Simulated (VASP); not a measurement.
Crystal: C.

```
C
1.0
     4.25517    0.00000    0.00000
     0.00000    4.25517    0.00000
     0.00000    0.00000    1.28229
C
1
Direct
  0.50000 0.50000 0.50000
```

| Property | Result |
| --- | --- |
| Program | VASP 6.6.1 |
| Task | relaxation of cell and atoms |
| Functional | PBE |
| Dispersion | D3(BJ) |
| Potentials or basis | VASP PAW PBE potentials, release 64 (C) |
| Cutoff | 600 eV |
| k mesh | 6 × 6 × 20 |
| Occupations | fermi-dirac, width 0.05 eV |
| Spin | no spin polarisation |

At the start: pressure -0.5 GPa; volume 23.22 Å³/atom.

Task: How do energy, volume and symmetry change on relaxing?

Result: Over 21 steps the energy falls by 79.9 meV/atom and the volume is 13.69 Å³/atom (-41.0 %); space group P4/mmm (No. 123, to 0.05 Å).

The path:
| step | energy change (eV) | largest force (eV/Å) | pressure (GPa) | volume (Å³) |
| --- | --- | --- | --- | --- |
| 1 | 0.0000 | 0.0000 | -0.50 | 23.22 |
| 2 | -0.0016 | 0.0000 | -1.60 | 22.98 |
| 3 | -0.0018 | 0.0000 | -2.09 | 22.87 |
| 4 | -0.0020 | 0.0000 | -2.09 | 22.83 |
| 5 | -0.0029 | 0.0000 | -2.12 | 22.69 |
| 6 | -0.0047 | 0.0000 | -2.23 | 22.43 |
| 7 | -0.0084 | 0.0000 | -2.40 | 21.91 |
| 8 | -0.0165 | 0.0000 | -2.76 | 20.90 |
| 9 | -0.0343 | 0.0000 | -3.48 | 18.93 |
| 10 | -0.0679 | 0.0000 | -4.92 | 15.28 |
| 11 | 0.1871 | 0.0000 | 4.22 | 9.15 |
| 12 | -0.0706 | 0.0000 | -5.02 | 14.81 |
| 13 | -0.0724 | 0.0000 | -5.16 | 14.10 |
| 14 | -0.0781 | 0.0000 | -2.29 | 13.57 |
| 15 | -0.0788 | 0.0000 | -0.82 | 13.32 |
| 16 | -0.0788 | 0.0000 | -0.71 | 13.31 |
| 17 | -0.0792 | 0.0000 | -0.62 | 13.39 |
| 18 | -0.0795 | 0.0000 | -0.50 | 13.45 |
| 19 | -0.0798 | 0.0000 | -0.24 | 13.59 |
| 20 | -0.0798 | 0.0000 | 0.29 | 13.85 |
| 21 | -0.0799 | 0.0000 | -0.03 | 13.69 |

Final structure:
```
C
1.0
     3.26889    0.00000    0.00000
     0.00000    3.26889    0.00000
     0.00000    0.00000    1.28107
C
1
Cartesian
  1.6344 1.6344 0.6405
```

Caveat: the volume moved by over 15 % at a fixed basis, so the end points are rough; pairwise dispersion overbinds metals, which lowers pressure and volume.
